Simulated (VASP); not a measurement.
# Al (P6_3/mmc) in VASP: a series of runs

Runs on Al. Level: PBE+D3(BJ). Tasks: single point.

Program: VASP 6.6.1. These are calculated values, not measurements. Logs are shortened: lines on timing, memory, paths and dates and some standing lists are left out, and cuts for length are marked.

### 1 The cell of the first run

It takes space group P6_3/mmc (No. 194, hexagonal). The conventional cell has a = 2.904 Å, b = 2.904 Å, c = 9.550 Å, α = 90.00°, β = 90.00°, γ = 120.00°. Al (site symmetry -3m) has 12 Al at 2.90 to 2.92 Å within 3.8 Å. Al (site symmetry -6m2) has 12 Al at 2.90 to 2.92 Å within 3.8 Å.

This isn't the form of Al at room conditions, which is fcc.

### 2 Single point, PBE+D3(BJ) (17.44 Å³/atom)

File INCAR:

```
ALGO     = Fast           # electronic algorithm
EDIFF    = 1E-6           # SCF threshold, eV
ENCUT    = 520            # plane-wave cutoff, eV
GGA      = PE             # functional
ISIF     = 2              # what is computed and relaxed
ISMEAR   = 0              # smearing method
IVDW     = 12             # dispersion correction
LASPH    = True           # aspherical terms in the spheres
LCHARG   = False          # write CHGCAR
LREAL    = False          # projectors in reciprocal space
LWAVE    = False          # write WAVECAR
NBANDS   = 14             # bands
NELM     = 100            # most SCF steps
PREC     = Accurate       # precision mode
SIGMA    = 0.1            # smearing width, eV
```

File KPOINTS:

```
k-points
0
Gamma
  18 18 6
```

File POSCAR:

```
Al
1.0
    2.9041064442      0.0000000000      0.0000000000
   -1.4520532221      2.5150299560      0.0000000000
    0.0000000000      0.0000000000      9.5501981430
Al
4
Direct
    0.0000000000      0.0000000000      0.0000000000
    0.3333333333      0.6666666667      0.2500000000
    0.0000000000      0.0000000000      0.5000000000
    0.6666666667      0.3333333333      0.7500000000
```

Potentials or basis: VASP PAW PBE potentials, release 64 (Al).

Launch:

```sh
> cat potpaw_PBE.64/Al/POTCAR > POTCAR
> mpirun -np 1 vasp_std > vasp.out
```

OUTCAR:

```text
EDIFF = 1E-6
   ENCUT = 520
   GGA = PE
   ISIF = 2
   ISMEAR = 0
   IVDW = 12
   LASPH = True
   LREAL = False
   NELM = 100
   PREC = Accurate
 IVDW          = 12

 ion  position               nearest neighbor table
   1  0.000  0.000  0.000-   2 2.92   4 2.92   4 2.92   2 2.92   4 2.92   2 2.92
   2  0.333  0.667  0.250-   1 2.92   3 2.92   1 2.92   3 2.92   1 2.92   3 2.92
   3  0.000  0.000  0.500-   2 2.92   4 2.92   4 2.92   2 2.92   4 2.92   2 2.92
   4  0.667  0.333  0.750-   1 2.92   3 2.92   1 2.92   3 2.92   1 2.92   3 2.92

  LATTYP: Found a hexagonal cell.
 ALAT       =     2.9041064442
 C/A-ratio  =     3.2885151858

  Lattice vectors:

 A1 = (   2.9041064442,   0.0000000000,   0.0000000000)
 A2 = (  -1.4520532221,   2.5150299560,   0.0000000000)
 A3 = (   0.0000000000,   0.0000000000,   9.5501981430)

Analysis of symmetry for initial positions (statically):
=====================================================================
 Subroutine PRICEL returns:
 Original cell was already a primitive cell.

 Routine SETGRP: Setting up the symmetry group for a
 hexagonal supercell.

 Subroutine GETGRP returns: Found 24 space group operations
 (whereof 12 operations were pure point group operations)
 out of a pool of 24 trial point group operations.

The static configuration has the point symmetry D_3d.
 The point group associated with its full space group is D_6h.

Analysis of symmetry for dynamics (positions and initial velocities):
=====================================================================
 Subroutine PRICEL returns:
 Original cell was already a primitive cell.

 Routine SETGRP: Setting up the symmetry group for a
 hexagonal supercell.

 Subroutine GETGRP returns: Found 24 space group operations
 (whereof 12 operations were pure point group operations)
 out of a pool of 24 trial point group operations.

The dynamic configuration has the point symmetry D_3d.
 The point group associated with its full space group is D_6h.

 Subroutine INISYM returns: Found 24 space group operations
 (whereof 12 operations are pure point group operations),
 and found     1 'primitive' translations

----------------------------------------------------------------------------------------

                                     Primitive cell

  volume of cell :      69.7538

  direct lattice vectors                    reciprocal lattice vectors
     2.904106444  0.000000000  0.000000000     0.344339996  0.198804789  0.000000000
    -1.452053222  2.515029956  0.000000000     0.000000000  0.397609578  0.000000000
     0.000000000  0.000000000  9.550198143     0.000000000  0.000000000  0.104709869

  length of vectors
     2.904106444  2.904106444  9.550198143     0.397609578  0.397609578  0.104709869

  position of ions in fractional coordinates (direct lattice)
     0.000000000  0.000000000  0.000000000
     0.333333333  0.666666667  0.250000000
     0.000000000  0.000000000  0.500000000
     0.666666667  0.333333333  0.750000000

  ion indices of the primitive-cell ions
   primitive index   ion index
                 1           1
                 2           2
                 3           3
                 4           4

----------------------------------------------------------------------------------------

 KPOINTS: k-points

Automatic generation of k-mesh.
 Grid dimensions read from file:
 generate k-points for:   18   18    6

 Generating k-lattice:

  Cartesian coordinates                     Fractional coordinates (reciprocal lattice)
     0.019130000  0.011044711  0.000000000     0.055555556  0.000000000  0.000000000
     0.000000000  0.022089421  0.000000000     0.000000000  0.055555556  0.000000000
     0.000000000  0.000000000  0.017451645     0.000000000  0.000000000  0.166666667

  Length of vectors
     0.022089421  0.022089421  0.017451645

  Shift w.r.t. Gamma in fractional coordinates (k-lattice)
     0.000000000  0.000000000  0.000000000

 Subroutine IBZKPT returns following result:
 ===========================================

 Found    148 irreducible k-points:

 Following reciprocal coordinates:
            Coordinates               Weight
  0.000000  0.000000  0.000000      1.000000
  0.055556 -0.000000  0.000000      6.000000
  0.111111 -0.000000  0.000000      6.000000
  0.166667  0.000000  0.000000      6.000000
  0.222222 -0.000000  0.000000      6.000000
  0.277778  0.000000  0.000000      6.000000
[... 16 lines left out ...]
  0.333333  0.111111  0.000000     12.000000
  0.388889  0.111111  0.000000     12.000000
 [... further k-points ...]
   k-points           NKPTS =    148   k-points in BZ     NKDIM =    148   number of bands    NBANDS=     14
   number of dos      NEDOS =    301   number of ions     NIONS =      4
   total plane-waves  NPLWV =  41472
   dimension x,y,z NGX =    24 NGY =   24 NGZ =   72
   dimension x,y,z NGXF=    48 NGYF=   48 NGZF=  144
   ions per type =               4
   NGX,Y,Z   is equivalent  to a cutoff of  13.74, 13.74, 12.53 a.u.
   NGXF,Y,Z  is equivalent  to a cutoff of  27.48, 27.48, 25.07 a.u.
 SYSTEM =  unknown system
   PREC   = accura    normal or accurate (medium, high low for compatibility)
   ISTART =      0    job   : 0-new  1-cont  2-samecut
   ICHARG =      2    charge: 1-file 2-atom 10-const
   ISPIN  =      1    spin polarized calculation?
   LNONCOLLINEAR =      F non collinear calculations
   LSORBIT =      F    spin-orbit coupling
   LASPH  =      T    aspherical Exc in radial PAW
   ENCUT  =  520.0 eV  38.22 Ry    6.18 a.u.   5.40  5.40 17.76*2*pi/ulx,y,z
   NELM   =    100;   NELMIN=  2; NELMDL= -5     # of ELM steps
   EDIFF  = 0.1E-05   stopping-criterion for ELM
   LREAL  =      F    real-space projection
   EDIFFG = 0.1E-04   stopping-criterion for IOM
   NSW    =      0    number of steps for IOM
   IBRION =     -1    ionic relax: 0-MD 1-quasi-New 2-CG
   NFREE  =      0    steps in history (QN), initial steepest desc. (CG)
   ISIF   =      2    stress and relaxation
   ISYM   =      2    0-nonsym 1-usesym 2-fastsym
   POTIM  = 0.5000    time-step for ionic-motion
   TEBEG  =    0.0;   TEEND  =   0.0 temperature during run
   PSTRESS=    0.0 pullay stress
   NELECT =      12.0000    total number of electrons
   NUPDOWN=      -1.0000    fix difference up-down
   EMIN   =  10.00;   EMAX   =-10.00  energy-range for DOS
   EFERMI =   0.00;   METHOD = LEGACY
   ISMEAR =     0;   SIGMA  =   0.10  broadening in eV -4-tet -1-fermi 0-gaus
   EFERMI_NEDOS =   21; number of points for ismear=-14 and -15
   IALGO  =     68    algorithm
   IMIX   =      4    mixing-type and parameters
     AMIX     =   0.40;   BMIX     =  1.00
     AMIX_MAG =   1.60;   BMIX_MAG =  1.00
  volume/ion in A,a.u.               =      17.44       117.68
  Fermi-wavevector in a.u.,A,eV,Ry     =   0.910498  1.720593 11.279331  0.829007
  Thomas-Fermi vector in A             =   2.034668
   LORBIT       =      0    0 simple, 1 ext, 2 COOP (PROOUT), +10 PAW based schemes
   GGA     = PE    functional components
   LHFCALC =     F    Hartree Fock is set to
   AEXX    =    0.0000 exact exchange contribution
   IVDW    =    12    specifies the selected vdW correction
   LEPSILON=     F    determine dielectric tensor
   LRPA    =     F    only Hartree local field effects (RPA)
 non-spin polarized calculation
 RMM-DIIS sequential band-by-band and
 Gauss-broadening in eV      SIGMA  =   0.10
  energy-cutoff  :      520.00
  volume of cell :       69.75
 maximum number of plane-waves:      1919
 NGX is ok and might be reduce to    24
   NGX = 11   NGY = 11   NGZ = 35

 number of electron      12.0000000 magnetization

 Free energy of the ion-electron system (eV)
  ---------------------------------------------------
  ext. energy  EPLUGINS =         0.00000000
  ---------------------------------------------------
  free energy    TOTEN  =       -14.89547683 eV

  energy without entropy =      -14.88753688  energy(sigma->0) =      -14.89150686

 E-fermi :   7.4341     XC(G=0):  -9.9990

 val. band max:        7.4339130536   @ k =   0.3333   0.0556   0.1667
 cond. band min:       7.4479732132   @ k =   0.4444   0.0556   0.3333
 fundamental gap:      0.0140601596
 Fermi energy:         7.4340737916

 k-point     1 :       0.0000    0.0000    0.0000
  band No.  band energies     occupation
      1      -3.3242      2.00000
      2      -1.7126      2.00000
      3      -1.7064      2.00000
      4       3.0272      2.00000
      5       3.0445      2.00000
      6      10.6346      0.00000
      7      10.6453      0.00000
      8      17.7594      0.00000
      9      17.7594      0.00000
     10      18.0083      0.00000
     11      18.0083      0.00000
     12      19.0576      0.00000
     13      19.0807      0.00000
     14      19.2502      0.00000

 k-point     2 :       0.0556   -0.0000    0.0000
  band No.  band energies     occupation
      1      -3.2520      2.00000
      2      -1.6412      2.00000
      3      -1.6350      2.00000
      4       3.0944      2.00000
      5       3.1155      2.00000
      6      10.6944      0.00000
      7      10.7071      0.00000
      8      16.2563      0.00000
      9      16.8333      0.00000
     10      17.5633      0.00000
     11      17.6586      0.00000
     12      18.1654      0.00000
     13      18.1818      0.00000
     14      18.2135      0.00000
[... 343 lines left out ...]
      1       0.3845      2.00000
      2       1.9561      2.00000
      3       1.9564      2.00000
      4       5.2904      2.00000
      5       6.3638      2.00000
      6       6.5792      2.00000
      7       7.1059      2.00000
      8       7.1968      1.99921
      9      10.1851      0.00000
     10      11.2564      0.00000
     11      11.5010      0.00000
     12      11.8883      0.00000
     13      12.0968      0.00000
     14      14.2260      0.00000

 k-point    24 :       0.3889    0.1111    0.0000
  band No.  band energies     occupation
      1       1.4359      2.00000
      2       2.9804      2.00000
      3       2.9909      2.00000
      4       3.9244      2.00000
      5       5.4686      2.00000
      6       5.5144      2.00000
      7       7.5790      0.04047
      8       7.7653      0.00000
      9       9.7231      0.00000
     10       9.9818      0.00000
     11      10.6062      0.00000
     12      11.6250      0.00000
     13      11.7555      0.00000
     14      15.0425      0.00000

 [... further k-points ...]

------------------------ aborting loop because EDIFF is reached ----------------------------------------

 Edisp (eV)   -1.27014

 E8    (eV) :    -0.5675

  FORCE on cell =-STRESS in cart. coord.  units (eV):
  Direction    XX          YY          ZZ          XY          YZ          ZX
  --------------------------------------------------------------------------------------
  -------------------------------------------------------------------------------------
  Total      -2.90531    -2.90531    -2.87168     0.00000     0.00000    -0.00000
  in kB     -66.73212   -66.73212   -65.95965     0.00000     0.00000    -0.00000
  external pressure =      -66.47 kB  Pullay stress =        0.00 kB

 VOLUME and BASIS-vectors are now :
 -----------------------------------------------------------------------------
  energy-cutoff  :      520.00
  volume of cell :       69.75
      direct lattice vectors                 reciprocal lattice vectors
     2.904106444  0.000000000  0.000000000     0.344339996  0.198804789  0.000000000
    -1.452053222  2.515029956  0.000000000     0.000000000  0.397609578  0.000000000
     0.000000000  0.000000000  9.550198143     0.000000000  0.000000000  0.104709869

 POSITION                                       TOTAL-FORCE (eV/Angst)
 -----------------------------------------------------------------------------------
      0.00000      0.00000      0.00000         0.000000      0.000000      0.000000
     -0.00000      1.67669      2.38755         0.000000      0.000000     -0.000000
      0.00000      0.00000      4.77510         0.000000      0.000000      0.000000
      1.45205      0.83834      7.16265        -0.000000     -0.000000      0.000000
 -----------------------------------------------------------------------------------
    total drift:                               -0.000000      0.000000      0.000000

  FREE ENERGIE OF THE ION-ELECTRON SYSTEM (eV)
  ---------------------------------------------------
  free  energy   TOTEN  =       -16.1656149303 eV

  energy  without entropy=      -16.1576749800  energy(sigma->0) =      -16.16164496
```

Wall time 2.6 min (1 thread of Intel Xeon 8259CL, shared host); peak memory 0.27 GiB.

What came out:

* Free energy: -16.1656 eV
* Pressure: -6.6 GPa
* Band gap on the k mesh: zero (bands 6 and 7 overlap by 5.24 eV)
* Dispersion energy per atom: -0.318 eV

Levels at points of the mesh, in eV from the Fermi level:
```csv
k point,band 4,band 5,band 6,band 7,band 8,band 9
"(0.00, 0.00, 0.00)",-4.41,-4.39,3.20,3.21,10.33,10.33
"(0.50, 0.00, 0.00)",-3.65,-3.28,-3.15,0.85,1.13,1.33
"(0.00, 0.00, 0.50)",-7.15,-0.93,-0.93,7.88,7.88,10.62
"(0.50, 0.00, 0.50)",-4.57,-1.79,-1.79,-1.18,-1.18,4.31
```

Caveat: the cell stands under tension.

### 3 Single point, PBE+D3(BJ) (14.43 Å³/atom)

This run uses another cell than the first one, of 14.43 Å³/atom.

File INCAR:

```
SYSTEM = Al
PREC = Accurate ; ENCUT = 520
EDIFF = 1E-6 ; ISMEAR = 0
SIGMA = 0.1 ; LREAL = .False.
LASPH = .True. ; NELM = 100
ALGO = Normal ; ISIF = 2
LWAVE = .False. ; LCHARG = .False.
GGA = PE ; IVDW = 12
NBANDS = 14
```

File KPOINTS:

```
regular mesh
0
Gamma
  18 18 6
  0 0 0
```

File POSCAR:

```
Al
1.0
    2.7276667849      0.0000000000      0.0000000000
   -1.3638333925      2.3622287288      0.0000000000
    0.0000000000      0.0000000000      8.9557821301
Al
4
Direct
    0.0000000000      0.0000000000      0.0000000000
    0.3333333333      0.6666666667      0.2500000000
    0.0000000000      0.0000000000      0.5000000000
    0.6666666667      0.3333333333      0.7500000000
```

Potentials or basis: VASP PAW PBE potentials, release 64 (Al).

Launch:

```sh
> cat potpaw_PBE.64/Al/POTCAR > POTCAR
> mpirun -np 1 vasp_std > vasp.out
```

Run time: 1.8 min. Hardware: 1 thread of Intel Xeon 8259CL, shared host; peak memory 0.24 GiB.

It converged, with:

- Free energy: -16.1484 eV
- Pressure: 9.9 GPa
- Band gap on the k mesh: zero (bands 6 and 7 overlap by 5.73 eV)
- Dispersion energy per atom: -0.387 eV

Levels at points of the mesh, in eV from the Fermi level:
| k point | band 2 | band 3 | band 4 | band 5 | band 6 | band 7 | band 8 | band 9 | band 10 | band 11 |
| --- | --- | --- | --- | --- | --- | --- | --- | --- | --- | --- |
| (0.00, 0.00, 0.00) | -10.25 | -10.24 | -5.15 | -4.62 | 3.63 | 3.64 | 11.84 | 11.84 | 11.84 | 11.84 |
| (0.50, 0.00, 0.00) | -5.63 | -4.28 | -4.27 | -3.43 | -3.42 | 0.80 | 1.17 | 1.57 | 1.92 | 6.35 |
| (0.00, 0.00, 0.50) | -11.62 | -8.00 | -8.00 | -0.98 | -0.98 | 8.84 | 8.84 | 12.09 | 12.09 | 12.09 |
| (0.50, 0.00, 0.50) | -5.28 | -5.14 | -5.14 | -1.98 | -1.98 | -1.26 | -1.26 | 4.88 | 4.88 | 5.01 |

Caveat: the cell stands under pressure.
